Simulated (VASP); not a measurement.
# B3C (P6_3/mcm) in VASP: relaxation of cell and atoms with PBE

Aim: the relaxation of cell and atoms of B3C with PBE.

Program: VASP 6.6.1. These are calculated values, not measurements. Logs are shortened: lines on timing, memory, paths and dates and some standing lists are left out, and cuts for length are marked.

## Step 1: The cell of the first run

The structure is hexagonal, space group P6_3/mcm (No. 193). Conventional cell: a = 3.907 Å, b = 3.907 Å, c = 4.049 Å, α = 90.00°, β = 90.00°, γ = 120.00°. Within 2.3 Å of B (site symmetry m2m) lie 2 C at 1.77 Å and 6 B at 2.14 to 2.26 Å. Within 2.3 Å of C (site symmetry -3m) lie 6 B at 1.77 Å and 2 C at 2.02 Å.

## Step 2: Relaxation of cell and atoms, PBE

Input file INCAR:

```
  PREC = Accurate
  ENCUT = 600
  EDIFF = 1E-6
  ISMEAR = 0
  SIGMA = 0.1
  LREAL = False
  LASPH = True
  NELM = 100
  ALGO = Normal
  ISIF = 3
  LWAVE = False
  LCHARG = False
  GGA = PE
  IBRION = 2
  NSW = 100
  EDIFFG = -0.01
```

Input file KPOINTS:

```
regular mesh
0
Gamma
  12 12 10
```

Input file POSCAR:

```
B3C
1.0
    3.9070287512      0.0000000000      0.0000000000
   -1.9535143756      3.3835861519      0.0000000000
    0.0000000000      0.0000000000      4.0492016015
B C
6 2
Direct
    0.3703668194      0.3703668194      0.2500000000
    0.0000000000      0.3703668194      0.7500000000
    0.6296331806      0.0000000000      0.2500000000
    0.6296331806      0.6296331806      0.7500000000
    0.0000000000      0.6296331806      0.2500000000
    0.3703668194      0.0000000000      0.7500000000
    0.0000000000      0.0000000000      0.0000000000
    0.0000000000      0.0000000000      0.5000000000
```

Potentials or basis: VASP PAW PBE potentials, release 64 (B, C).

Started as:

```console
$ cat potpaw_PBE.64/B/POTCAR potpaw_PBE.64/C/POTCAR > POTCAR
$ mpirun -np 1 vasp_std > vasp.out
```

OUTCAR:

```text
PREC = Accurate
   ENCUT = 600
   EDIFF = 1E-6
   ISMEAR = 0
   LREAL = False
   LASPH = True
   NELM = 100
   ISIF = 3
   GGA = PE
   IBRION = 2
   NSW = 100
   EDIFFG = -0.01

 ion  position               nearest neighbor table
   1  0.370  0.370  0.250-   7 1.77   8 1.77   5 2.14   5 2.14   3 2.14   3 2.14
   2  0.000  0.370  0.750-   7 1.77   8 1.77   4 2.14   4 2.14   6 2.14   6 2.14
   3  0.630  0.000  0.250-   7 1.77   8 1.77   5 2.14   1 2.14   1 2.14   5 2.14
   4  0.630  0.630  0.750-   7 1.77   8 1.77   2 2.14   2 2.14   6 2.14   6 2.14
   5  0.000  0.630  0.250-   7 1.77   8 1.77   1 2.14   1 2.14   3 2.14   3 2.14
   6  0.370  0.000  0.750-   7 1.77   8 1.77   2 2.14   4 2.14   4 2.14   2 2.14
   7  0.000  0.000  0.000-   3 1.77   6 1.77   1 1.77   4 1.77   5 1.77   2 1.77   8 2.02   8 2.02

   8  0.000  0.000  0.500-   3 1.77   6 1.77   1 1.77   4 1.77   5 1.77   2 1.77   7 2.02   7 2.02

  LATTYP: Found a hexagonal cell.
 ALAT       =     3.9070287512
 C/A-ratio  =     1.0363889952

  Lattice vectors:

 A1 = (   3.9070287512,   0.0000000000,   0.0000000000)
 A2 = (  -1.9535143756,   3.3835861519,   0.0000000000)
 A3 = (   0.0000000000,   0.0000000000,   4.0492016015)

Analysis of symmetry for initial positions (statically):
=====================================================================
 Subroutine PRICEL returns:
 Original cell was already a primitive cell.

 Routine SETGRP: Setting up the symmetry group for a
 hexagonal supercell.

 Subroutine GETGRP returns: Found 24 space group operations
 (whereof 12 operations were pure point group operations)
 out of a pool of 24 trial point group operations.

The static configuration has the point symmetry D_3d.
 The point group associated with its full space group is D_6h.

Analysis of symmetry for dynamics (positions and initial velocities):
=====================================================================
 Subroutine PRICEL returns:
 Original cell was already a primitive cell.

 Routine SETGRP: Setting up the symmetry group for a
 hexagonal supercell.

 Subroutine GETGRP returns: Found 24 space group operations
 (whereof 12 operations were pure point group operations)
 out of a pool of 24 trial point group operations.

The dynamic configuration has the point symmetry D_3d.
 The point group associated with its full space group is D_6h.

 Subroutine INISYM returns: Found 24 space group operations
 (whereof 12 operations are pure point group operations),
 and found     1 'primitive' translations

----------------------------------------------------------------------------------------

                                     Primitive cell
[... 122 lines left out ...]
     AMIX     =   0.40;   BMIX     =  1.00
     AMIX_MAG =   1.60;   BMIX_MAG =  1.00
  volume/ion in A,a.u.               =       6.69        45.15
  Fermi-wavevector in a.u.,A,eV,Ry     =   1.286871  2.431833 22.531735  1.656036
  Thomas-Fermi vector in A             =   2.418919
   LORBIT       =      0    0 simple, 1 ext, 2 COOP (PROOUT), +10 PAW based schemes
   GGA     = PE    functional components
   LHFCALC =     F    Hartree Fock is set to
   AEXX    =    0.0000 exact exchange contribution
   IVDW    =     0    specifies the selected vdW correction
   LEPSILON=     F    determine dielectric tensor
   LRPA    =     F    only Hartree local field effects (RPA)
 conjugate gradient relaxation of ions
 non-spin polarized calculation
 Gauss-broadening in eV      SIGMA  =   0.10
  energy-cutoff  :      600.00
  volume of cell :       53.53
 maximum number of plane-waves:      1804
 NGX is ok and might be reduce to    32
   NGX = 15   NGY = 15   NGZ = 17

--------------------------------------- Ionic step        1  -------------------------------------------

 number of electron      26.0000001 magnetization

 Free energy of the ion-electron system (eV)
  ---------------------------------------------------
  ext. energy  EPLUGINS =         0.00000000
  ---------------------------------------------------
  free energy    TOTEN  =       -43.36272987 eV

  energy without entropy =      -43.34790020  energy(sigma->0) =      -43.35531504

------------------------ aborting loop because EDIFF is reached ----------------------------------------

  FORCE on cell =-STRESS in cart. coord.  units (eV):
  Direction    XX          YY          ZZ          XY          YZ          ZX
  --------------------------------------------------------------------------------------
  -------------------------------------------------------------------------------------
  Total       -1.2158591     -1.2158591      2.0226715     -0.0000000      0.0000000      0.0000000
  in kB      -36.3915530    -36.3915530     60.5400389     -0.0000000      0.0000000      0.0000000
  external PRESSURE =      -4.0810224 kB  Pullay stress =       0.0000000 kB
[... 107 lines left out ...]
  FREE ENERGIE OF THE ION-ELECTRON SYSTEM (eV)
  ---------------------------------------------------
  free  energy   TOTEN  =       -43.9497450708 eV

  energy  without entropy=      -43.9337515542  energy(sigma->0) =      -43.94174831

 E-fermi :  10.1824     XC(G=0): -12.6600

 val. band max:       10.1788602404   @ k =   0.1667   0.0833   0.3000
 cond. band min:      10.2317031999   @ k =   0.4167   0.0833   0.0000
 fundamental gap:      0.0528429595
 Fermi energy:        10.1823761561

 k-point     1 :       0.0000    0.0000    0.0000
  band No.  band energies     occupation
      1     -11.5650      2.00000
      2      -8.0406      2.00000
      3      -6.7888      2.00000
      4       1.3526      2.00000
      5       1.4938      2.00000
      6       2.0658      2.00000
[... 493 lines left out ...]
     17      13.0618      0.00000
     18      14.8212      0.00000

 [... further k-points ...]

[... ionic steps 4 to 22 ...]

--------------------------------------- Ionic step       23  -------------------------------------------

 number of electron      25.9999999 magnetization

------------------------ aborting loop because EDIFF is reached ----------------------------------------
[... 79 lines left out ...]
--------------------------------------- Ionic step       25  -------------------------------------------

 number of electron      25.9999999 magnetization

 Free energy of the ion-electron system (eV)
  ---------------------------------------------------
  ext. energy  EPLUGINS =         0.00000000
  ---------------------------------------------------
  free energy    TOTEN  =       -49.58425846 eV

  energy without entropy =      -49.57401398  energy(sigma->0) =      -49.57913622

 E-fermi :   9.2536     XC(G=0): -12.4331

 val. band max:        9.2425934200   @ k =   0.2500   0.0000   0.3000
 cond. band min:       9.2644643305   @ k =   0.4167   0.1667   0.4000
 fundamental gap:      0.0218709105
 Fermi energy:         9.2536459422

 k-point     1 :       0.0000    0.0000    0.0000
  band No.  band energies     occupation
      1     -10.4515      2.00000
      2      -6.5638      2.00000
      3      -5.8340      2.00000
      4       1.7533      2.00000
      5       2.0986      2.00000
      6       2.0986      2.00000
[... 530 lines left out ...]
  FREE ENERGIE OF THE ION-ELECTRON SYSTEM (eV)
  ---------------------------------------------------
  free  energy   TOTEN  =       -49.5842584639 eV

  energy  without entropy=      -49.5740139839  energy(sigma->0) =      -49.57913622

 reached required accuracy - stopping structural energy minimisation
```

Run time: 8.5 min. Hardware: 1 thread of Intel Xeon 6975P-C (Granite Rapids), shared host; peak memory 0.25 GiB.

Results:

- Free energy: -49.5843 eV
- Relaxed volume: 6.48 Å³/atom
- Relaxed cell: a = 3.374 Å, b = 3.374 Å, c = 5.256 Å, α = 90.00°, β = 90.00°, γ = 120.00°
- Space group after relaxing (to 0.1 Å): P6_3/mcm (No. 193)
- Energy gained by relaxing: 777.7 meV/atom
- Ionic steps: 25
- Pressure after relaxing: 0.0 GPa
- Band gap on the k mesh: zero (bands 13 and 14 overlap by 4.50 eV)

Forces in eV/Å, atoms in the order of the input:
```
B   -0.001 -0.003  0.000
B    0.001 -0.003  0.000
B    0.003  0.000  0.000
B    0.001  0.003  0.000
B   -0.001  0.003  0.000
B   -0.003  0.000  0.000
C    0.000  0.000  0.000
C    0.000  0.000  0.000
```

The path:
```tsv
step	energy change (eV)	largest force (eV/Å)	pressure (GPa)	volume (Å³)
1	0.0000	0.2706	-0.41	53.53
2	-0.0749	0.3396	1.11	53.39
3	-0.5870	0.4448	6.36	52.90
4	-3.4086	0.6704	13.46	51.57
5	-3.5718	5.7154	48.52	47.76
6	-5.1776	1.4132	23.95	49.92
7	-5.1960	2.1749	28.19	49.45
8	-5.1997	2.2089	28.18	49.45
9	-5.2074	2.3092	28.23	49.45
10	-5.2076	2.5160	28.35	49.46
11	-5.2101	2.4218	28.28	49.45
12	-5.2212	2.4067	28.04	49.48
13	-5.2541	2.3628	27.27	49.55
14	-5.3177	2.2755	25.78	49.70
15	-5.4366	2.1055	22.86	49.99
16	-5.6424	1.7832	17.36	50.58
17	-5.9356	1.2068	7.41	51.76
18	-6.1201	0.2924	-8.51	54.17
19	-6.1225	0.3699	-7.14	53.93
20	-6.1402	0.3406	-6.49	53.71
21	-6.1833	0.2477	-4.38	53.06
22	-6.2210	0.0427	0.48	51.77
23	-6.2211	0.0354	0.65	51.73
24	-6.2214	0.0166	0.37	51.77
25	-6.2215	0.0029	0.01	51.83
```

Final structure:
```cif
data_structure
_symmetry_space_group_name_H-M 'P 1'
_symmetry_Int_Tables_number 1
_cell_length_a 3.3742
_cell_length_b 3.3742
_cell_length_c 5.2564
_cell_angle_alpha 90.000
_cell_angle_beta 90.000
_cell_angle_gamma 120.000
_cell_volume 51.83
loop_
_atom_site_label
_atom_site_type_symbol
_atom_site_fract_x
_atom_site_fract_y
_atom_site_fract_z
_atom_site_occupancy
B1 B 0.33631 0.33631 0.25000 1
B2 B 0.00000 0.33631 0.75000 1
B3 B 0.66369 0.00000 0.25000 1
B4 B 0.66369 0.66369 0.75000 1
B5 B 0.00000 0.66369 0.25000 1
B6 B 0.33631 0.00000 0.75000 1
C1 C 0.00000 0.00000 0.00000 1
C2 C 0.00000 0.00000 0.50000 1
```

Levels at points of the mesh, in eV from the Fermi level:
```tsv
k point	band 9	band 10	band 11	band 12	band 13	band 14	band 15	band 16	band 17	band 18
(0.00, 0.00, 0.00)	-3.96	-3.96	-3.75	-3.75	-3.63	-2.27	0.76	0.76	2.15	2.21
(0.50, 0.00, 0.00)	-5.29	-5.16	-4.73	-1.85	0.04	0.97	1.91	3.10	4.26	7.01
(0.00, 0.00, 0.50)	-6.28	-6.28	-3.02	-3.02	-0.89	-0.89	-0.89	-0.89	3.13	3.13
(0.50, 0.00, 0.50)	-5.78	-5.78	-4.48	-4.48	0.69	0.69	4.37	4.37	4.86	4.86
```

Caveat: a cell axis changed by over 15 % at a fixed basis, so the end point is rough.

The gap in the log of VASP goes by the Fermi energy; the results here count the filled bands.